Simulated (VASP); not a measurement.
Crystal: H.

```xyz
4
Lattice="2.6235 -2.5669 0.0000 2.6235 2.5669 0.0000 0.0000 0.0000 4.1418" Properties=species:S:1:pos:R:3 pbc="T T T"
H     2.6235   -2.3271    0.2838
H     2.6235    0.2398    1.7872
H     2.6235   -0.2398    2.3547
H     2.6235    2.3271    3.8581
```

Program: VASP 6.6.1. Alike in all runs: task single point; no spin polarisation; cell as given; k mesh 6 × 6 × 6; cutoff (eV) 520; smearing gaussian 0.02 eV.

Task: Order these runs on this cell by their band gap on the k mesh, lowest first.
A. level r2SCAN; potentials or basis VASP PAW PBE potentials, release 64 (H)
B. level LDA; potentials or basis VASP PAW LDA potentials, release 64 (H)
C. level PBE; potentials or basis VASP PAW PBE potentials, release 64 (H)

Result: B (8.69 eV), C (9.27 eV), A (10.10 eV).

A k mesh can miss the band edges.
